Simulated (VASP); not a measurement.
Here is a VASP 6.6.1 calculation.

The input INCAR:

```
SYSTEM = Pd
PREC = Accurate
ENCUT = 520
EDIFF = 1E-7
ISMEAR = -1
SIGMA = 0.05
LREAL = .FALSE.
LASPH = .TRUE.
NELM = 150
ALGO = Normal
ISIF = 2
LWAVE = .FALSE.
LCHARG = .FALSE.
ISPIN = 2
MAGMOM = 0.5 0.5
LORBIT = 11
LMAXMIX = 4
GGA = PS
NBANDS = 21
```

The input KPOINTS:

```
Automatic mesh
0
G
  15 15 8
  0 0 0
```

Contents of POSCAR:

```
Pd
1.0
    2.8216342304      0.0000000000      0.0000000000
   -1.4108171152      2.4436069237      0.0000000000
    0.0000000000      0.0000000000      4.7490331080
Pd
2
Direct
    0.3333333333      0.6666666667      0.2500000000
    0.6666666667      0.3333333333      0.7500000000
```

Potentials or basis: VASP PAW PBE potentials, release 64 (Pd).

The run is started by

```bash
$ cat potpaw_PBE.64/Pd/POTCAR > POTCAR
$ mpirun -np 1 vasp_std > vasp.out
```

Estimate the net moment.

0.70 μB per cell.

What does it give for the pressure?

-16.6 GPa.

Predict the site moments.

Pd +0.35 μB.

Stress tensor (GPa, compression positive):
```
-16.35   0.00   0.00
  0.00 -16.35   0.00
  0.00   0.00 -17.22
```

Caveat: the cell stands under tension; the PAW data sets were made with another functional, which shifts forces and pressure a little.
